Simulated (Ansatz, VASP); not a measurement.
**CsBr in VASP and in Ansatz**

The input INCAR:

```
SYSTEM = CsBr
PREC = Accurate
ENCUT = 500
EDIFF = 1E-6
ISMEAR = 0
SIGMA = 0.05
LREAL = .FALSE.
LASPH = .TRUE.
NELM = 120
ALGO = Normal
ISIF = 2
LWAVE = .FALSE.
LCHARG = .FALSE.
GGA = PE
NBANDS = 15
GGA_COMPAT = .FALSE.
```

KPOINTS

```
regular mesh
0
G
  8 8 8
  0 0 0
```

POSCAR

```
CsBr
1.0
    4.2860000000      0.0000000000      0.0000000000
    0.0000000000      4.2860000000      0.0000000000
    0.0000000000      0.0000000000      4.2860000000
Cs Br
1 1
Direct
    0.0116658889      0.0000000000      0.0000000000
    0.5000000000      0.5000000000      0.5000000000
```

Input for Ansatz:

```yaml
crystal:
  lattice:
    - [4.286, 0.0, 0.0]
    - [0.0, 4.286, 0.0]
    - [0.0, 0.0, 4.286]
  atoms:
    - { symbol: Cs, position: [0.0116658889, 0.0, 0.0] }
    - { symbol: Br, position: [0.5, 0.5, 0.5] }
basis:
  ecutwfc: 420
  fft_grid_basis: typed
kpoints:
  mp_grid: { grid: [8, 8, 8] }
hamiltonian:
  xc: pbe
  pseudopotentials: { kind: paw }
scf:
  occupations: { method: gaussian, width: 0.05 }
output:
  forces: true
  stress: true
  eigenvalues: true
  bader: true
  write_density: true
  volumetric_format: npy
```

Alike in both runs: task single point; functional PBE; k mesh 8 × 8 × 8; occupations gaussian, width 0.05 eV; no spin polarisation.

|  | VASP | Ansatz |
| --- | --- | --- |
| version | VASP 6.6.1 | Ansatz 0.2.0 |
| potentials or method | VASP PAW PBE potentials, release 64 (Cs_sv, Br), cutoff 500 eV | scalar-relativistic, plane waves, PAW |
| valence electrons in the cell | 16 | 16 |

|  | VASP | Ansatz | Ansatz less VASP |
| --- | --- | --- | --- |
| gap on the k mesh at the Fermi level (eV) | 4.52 | 4.53 | +0.010 |
| pressure (GPa) | 1.1 | 1.1 | -0.05 |
| rms of the force components (eV/Å) | 0.026 | 0.025 | -0.0005 |

Atom by atom the forces differ by 0.000 eV/Å (rms over components).

Spin-orbit coupling is off throughout.
